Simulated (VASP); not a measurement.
# SiO2 in VASP: single point with PBE

Aim: the single point of SiO2 with PBE.

Program: VASP 6.6.1. These are calculated values, not measurements. Logs are shortened: lines on timing, memory, paths and dates and some standing lists are left out, and cuts for length are marked.

**1. The cell of the first run**

The cell holds a disordered packing, 18 atoms: a = 6.074 Å, b = 6.604 Å, c = 7.124 Å, α = 89.77°, β = 80.13°, γ = 91.27°.

**2. Single point, PBE**

INCAR

```
  PREC = Accurate
  ENCUT = 520
  EDIFF = 1E-6
  ISMEAR = 0
  SIGMA = 0.1
  LREAL = Auto
  LASPH = T
  NELM = 120
  ALGO = Normal
  ISIF = 2
  LWAVE = F
  LCHARG = F
  GGA = PE
  ISYM = -1
  NBANDS = 63
  GGA_COMPAT = F
```

KPOINTS

```
explicit points
1
Reciprocal
  0.25000000   0.25000000   0.25000000 1
```

POSCAR

```
SiO2
1.0
    6.0460726190     -0.0654365891      0.5751860056
   -0.0756842807      6.6033843729      0.0008732872
    0.5508494497      0.0336294232      7.1026112021
Si O
6 12
Direct
    0.3530891295      0.5899860972      1.0096899263
    0.0615999485      0.2525936185      0.8454464995
    0.2688294551      0.9143245735      0.3211633684
    0.6474399225      0.2517649890      0.1610716511
    0.8581494736      0.1753007213      0.4987731507
    0.4295081262      0.9227210395      0.7016767163
    0.2315904356      0.7229880105      0.1875359480
    0.7472920692      0.3173071159      0.3528631345
    0.3365455781      0.8292372690      0.5181173051
    0.4634909890      0.0682183906      0.2125000579
    0.8463316911      0.1710223199     -0.0025501367
    0.1637260876      0.4549086212     -0.0706571609
    0.0331343833      0.0294664394      0.3681709884
    0.6650538768      0.0413972718      0.6316695533
    0.5377746160      0.4483174862      0.0806519482
    0.2468560021      0.0758981969      0.8158199333
    0.4770968027      0.7396525146      0.8405511344
    0.9866667271      0.3095193916      0.6411863773
```

Potentials or basis: VASP PAW PBE potentials, release 64 (Si, O).

The run is started by

```
cat potpaw_PBE.64/Si/POTCAR potpaw_PBE.64/O/POTCAR > POTCAR
mpirun -np 1 vasp_std > vasp.out
```

OUTCAR:

```text
PREC = Accurate
   ENCUT = 520
   EDIFF = 1E-6
   ISMEAR = 0
   LREAL = Auto
   LASPH = T
   NELM = 120
   ISIF = 2
   GGA = PE
   ISYM = -1

 ion  position               nearest neighbor table
   1  0.353  0.590  0.010-  15 1.62  12 1.62   7 1.62  17 1.63   6 3.07   3 3.08
   2  0.062  0.253  0.845-  12 1.62  16 1.63  11 1.63  18 1.64   5 2.99   4 3.07
   3  0.269  0.914  0.321-   7 1.62  13 1.62   9 1.63  10 1.63   6 3.03   1 3.08
   4  0.647  0.252  0.161-  15 1.62  10 1.63  11 1.63   8 1.64   5 2.96   2 3.07
   5  0.858  0.175  0.499-  14 1.62  13 1.62  18 1.63   8 1.64   4 2.96   2 2.99
   6  0.430  0.923  0.702-  14 1.62  17 1.62   9 1.63  16 1.63   3 3.03   1 3.07
   7  0.232  0.723  0.188-   3 1.62   1 1.62
   8  0.747  0.317  0.353-   5 1.64   4 1.64
   9  0.337  0.829  0.518-   6 1.63   3 1.63
  10  0.463  0.068  0.213-   4 1.63   3 1.63
  11  0.846  0.171  0.997-   2 1.63   4 1.63
  12  0.164  0.455  0.929-   2 1.62   1 1.62
  13  0.033  0.029  0.368-   3 1.62   5 1.62
  14  0.665  0.041  0.632-   6 1.62   5 1.62
  15  0.538  0.448  0.081-   4 1.62   1 1.62
  16  0.247  0.076  0.816-   2 1.63   6 1.63
  17  0.477  0.740  0.841-   6 1.62   1 1.63
  18  0.987  0.310  0.641-   5 1.63   2 1.64

IMPORTANT INFORMATION: All symmetrisations will be switched off!
NOSYMM: (Re-)initialisation of all symmetry stuff for point group C_1.

----------------------------------------------------------------------------------------

                                     Primitive cell

  volume of cell :     281.4394

  direct lattice vectors                    reciprocal lattice vectors
     6.046072619 -0.065436589  0.575186006     0.166647734  0.001911733 -0.012933568
    -0.075684281  6.603384373  0.000873287     0.001720135  0.151457325 -0.000850526
     0.550849450  0.033629423  7.102611202    -0.013495733 -0.000173439  0.141840785

  length of vectors
     6.073723323  6.603818142  7.124019367     0.167159802  0.151469480  0.142481484

  position of ions in fractional coordinates (direct lattice)
     0.353089129  0.589986097  0.009689926
     0.061599949  0.252593619  0.845446499
     0.268829455  0.914324573  0.321163368
     0.647439922  0.251764989  0.161071651
     0.858149474  0.175300721  0.498773151
     0.429508126  0.922721039  0.701676716
[... 10 lines left out ...]
     0.477096803  0.739652515  0.840551134
     0.986666727  0.309519392  0.641186377

  ion indices of the primitive-cell ions
   primitive index   ion index
                 1           1
                 2           2
                 3           3
                 4           4
                 5           5
                 6           6
[... 10 lines left out ...]
                17          17
                18          18

----------------------------------------------------------------------------------------

 KPOINTS: explicit points

Read explicit list of k-points.

 Found      1 k-points:

 Following reciprocal coordinates:
            Coordinates               Weight
  0.250000  0.250000  0.250000      1.000000
   k-points           NKPTS =      1   k-points in BZ     NKDIM =      1   number of bands    NBANDS=     63
   number of dos      NEDOS =    301   number of ions     NIONS =     18
   total plane-waves  NPLWV = 129600
   dimension x,y,z NGX =    48 NGY =   50 NGZ =   54
   dimension x,y,z NGXF=    96 NGYF=  100 NGZF=  108
   ions per type =               6  12
   NGX,Y,Z   is equivalent  to a cutoff of  13.14, 12.59, 12.60 a.u.
   NGXF,Y,Z  is equivalent  to a cutoff of  26.28, 25.17, 25.20 a.u.
 SYSTEM =  unknown system
   PREC   = accura    normal or accurate (medium, high low for compatibility)
   ISTART =      0    job   : 0-new  1-cont  2-samecut
   ICHARG =      2    charge: 1-file 2-atom 10-const
   ISPIN  =      1    spin polarized calculation?
   LNONCOLLINEAR =      F non collinear calculations
   LSORBIT =      F    spin-orbit coupling
   LASPH  =      T    aspherical Exc in radial PAW
   ENCUT  =  520.0 eV  38.22 Ry    6.18 a.u.  11.29 12.28 13.25*2*pi/ulx,y,z
   NELM   =    120;   NELMIN=  2; NELMDL= -5     # of ELM steps
   EDIFF  = 0.1E-05   stopping-criterion for ELM
   LREAL  =      T    real-space projection
   EDIFFG = 0.1E-04   stopping-criterion for IOM
   NSW    =      0    number of steps for IOM
   IBRION =     -1    ionic relax: 0-MD 1-quasi-New 2-CG
   NFREE  =      0    steps in history (QN), initial steepest desc. (CG)
   ISIF   =      2    stress and relaxation
   ISYM   =     -1    0-nonsym 1-usesym 2-fastsym
   POTIM  = 0.5000    time-step for ionic-motion
   TEBEG  =    0.0;   TEEND  =   0.0 temperature during run
   PSTRESS=    0.0 pullay stress
   NELECT =      96.0000    total number of electrons
   NUPDOWN=      -1.0000    fix difference up-down
   EMIN   =  10.00;   EMAX   =-10.00  energy-range for DOS
   EFERMI =   0.00;   METHOD = LEGACY
   ISMEAR =     0;   SIGMA  =   0.10  broadening in eV -4-tet -1-fermi 0-gaus
   EFERMI_NEDOS =   21; number of points for ismear=-14 and -15
   IALGO  =     38    algorithm
   IMIX   =      4    mixing-type and parameters
     AMIX     =   0.40;   BMIX     =  1.00
     AMIX_MAG =   1.60;   BMIX_MAG =  1.00
  volume/ion in A,a.u.               =      15.64       105.51
  Fermi-wavevector in a.u.,A,eV,Ry     =   1.143853  2.161569 17.801862  1.308400
  Thomas-Fermi vector in A             =   2.280547
   LORBIT       =      0    0 simple, 1 ext, 2 COOP (PROOUT), +10 PAW based schemes
   GGA     = PE    functional components
   LHFCALC =     F    Hartree Fock is set to
   AEXX    =    0.0000 exact exchange contribution
   IVDW    =     0    specifies the selected vdW correction
   LEPSILON=     F    determine dielectric tensor
   LRPA    =     F    only Hartree local field effects (RPA)
 non-spin polarized calculation
 Gauss-broadening in eV      SIGMA  =   0.10
  energy-cutoff  :      520.00
  volume of cell :      281.44
 maximum number of plane-waves:      7563
 NGX is ok and might be reduce to    48
   NGX = 23   NGY = 25   NGZ = 27

 number of electron      95.9999996 magnetization

 Free energy of the ion-electron system (eV)
  ---------------------------------------------------
  ext. energy  EPLUGINS =         0.00000000
  ---------------------------------------------------
  free energy    TOTEN  =      -142.10450856 eV

  energy without entropy =     -142.10450856  energy(sigma->0) =     -142.10450856

 E-fermi :  -0.1900     XC(G=0):  -7.9596

 val. band max:       -0.6762260125   @ k =   0.2500   0.2500   0.2500
 cond. band min:       5.9320265281   @ k =   0.2500   0.2500   0.2500
 fundamental gap:      6.6082525406
 Fermi energy:        -0.1900342984

 k-point     1 :       0.2500    0.2500    0.2500
  band No.  band energies     occupation
      1     -19.6882      2.00000
      2     -19.3002      2.00000
      3     -18.9758      2.00000
      4     -18.9216      2.00000
      5     -18.6117      2.00000
      6     -18.1169      2.00000
[... 52 lines left out ...]
     59       9.4856      0.00000
     60       9.6348      0.00000
 [bands above 60 left out]

------------------------ aborting loop because EDIFF is reached ----------------------------------------

  FORCE on cell =-STRESS in cart. coord.  units (eV):
  Direction    XX          YY          ZZ          XY          YZ          ZX
  --------------------------------------------------------------------------------------
  -------------------------------------------------------------------------------------
  Total        0.1599235      0.0872992      0.6040329      0.0834220      0.2141387      0.1119069
  in kB        0.9104119      0.4969765      3.4386361      0.4749046      1.2190482      0.6370634
  external PRESSURE =       1.6153415 kB  Pullay stress =       0.0000000 kB

 VOLUME and BASIS-vectors are now :
 -----------------------------------------------------------------------------
  energy-cutoff  :      520.00
  volume of cell :      281.44
      direct lattice vectors                 reciprocal lattice vectors
     6.046072619 -0.065436589  0.575186006     0.166647734  0.001911733 -0.012933568
    -0.075684281  6.603384373  0.000873287     0.001720135  0.151457325 -0.000850526
     0.550849450  0.033629423  7.102611202    -0.013495733 -0.000173439  0.141840785

 POSITION                                       TOTAL-FORCE (eV/Angst)
 -----------------------------------------------------------------------------------
      2.09549      3.87313      0.27243         0.002437     -0.007318     -0.002435
      0.81903      1.69237      6.04053         0.009753      0.010945      0.016254
      1.73308      6.03085      2.43652        -0.019573     -0.020675     -0.030889
      3.98414      1.62555      1.51665        -0.016258      0.010617     -0.018191
      5.44992      1.11820      4.03634        -0.003464      0.013799     -0.000012
      2.91352      6.08857      5.23159         0.025206     -0.014944      0.032075
[... 10 lines left out ...]
      3.29160      4.88126      6.24517        -0.006792     -0.000018      0.003362
      6.29523      2.00087      5.12188         0.004958      0.002433      0.000163
 -----------------------------------------------------------------------------------
    total drift:                                0.003997     -0.010387     -0.000967

  FREE ENERGIE OF THE ION-ELECTRON SYSTEM (eV)
  ---------------------------------------------------
  free  energy   TOTEN  =      -142.1045085617 eV

  energy  without entropy=     -142.1045085617  energy(sigma->0) =     -142.10450856
```

Wall time 23 s (1 thread of Intel Xeon 6975P-C (Granite Rapids), shared host); peak memory 0.3 GiB.

What came out:

```
Free energy   : -142.1045 eV
Pressure      : 0.2 GPa
Largest force : 0.043 eV/Å
```

Forces in eV/Å, atoms in the order of the input:
```
Si   0.002 -0.007 -0.002
Si   0.010  0.011  0.016
Si  -0.020 -0.021 -0.031
Si  -0.016  0.011 -0.018
Si  -0.003  0.014  0.000
Si   0.025 -0.015  0.032
O    0.007  0.007 -0.002
O   -0.007  0.000  0.000
O   -0.001  0.005  0.001
O   -0.002  0.000  0.013
O    0.003  0.004  0.000
O    0.010 -0.008  0.000
O    0.007  0.004  0.011
O   -0.005  0.005 -0.006
O   -0.009 -0.011 -0.003
O    0.001 -0.001 -0.013
O   -0.007  0.000  0.003
O    0.005  0.002  0.000
```

Caveat: the atoms stand as in a frame of molecular dynamics.
